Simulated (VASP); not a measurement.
The system is Pb.

```
Pb
1.0
     3.40896    0.00000    0.00000
    -1.70448    2.95225    0.00000
     0.00000    0.00000    5.47589
Pb
2
Direct
  0.66667 0.33333 0.75000
  0.33333 0.66667 0.25000
```

Base run:

| Item | Value |
| --- | --- |
| Program | VASP 6.6.1 |
| Functional | r2SCAN |
| Potentials or basis | VASP PAW PBE potentials, release 64 (Pb_d) |
| Cutoff | 520 eV |
| k mesh | 9 × 9 × 5 |
| Occupations | fermi-dirac, width 0.05 eV |
| Spin | no spin polarisation |

Its results: band gap on the k mesh zero (band 14 reaches 14.69 eV, above the bottom of band 15 at 6.08 eV); pressure 7.0 GPa.

Problem. After a change of settings the same cell gave: band gap on the k mesh zero (band 14 reaches 14.50 eV, above the bottom of band 15 at 6.19 eV); pressure 8.1 GPa. Which change was it?
A. functional from r2SCAN to PBE
B. functional from r2SCAN to PBEsol; further incar settings from ALGO = Normal; EDIFF = 1e-06; NBANDS = 21 to ALGO = Fast; EDIFF = 1e-06; NBANDS = 21
C. functional from r2SCAN to LDA; potentials or basis from VASP PAW PBE potentials, release 64 (Pb_d) to VASP PAW LDA potentials, release 64 (Pb_d)

Solution. A.

Caveats: spin-orbit coupling is left out, which moves the levels of the heavy elements; the PAW data sets were made with another functional, which shifts forces and pressure a little (some runs).
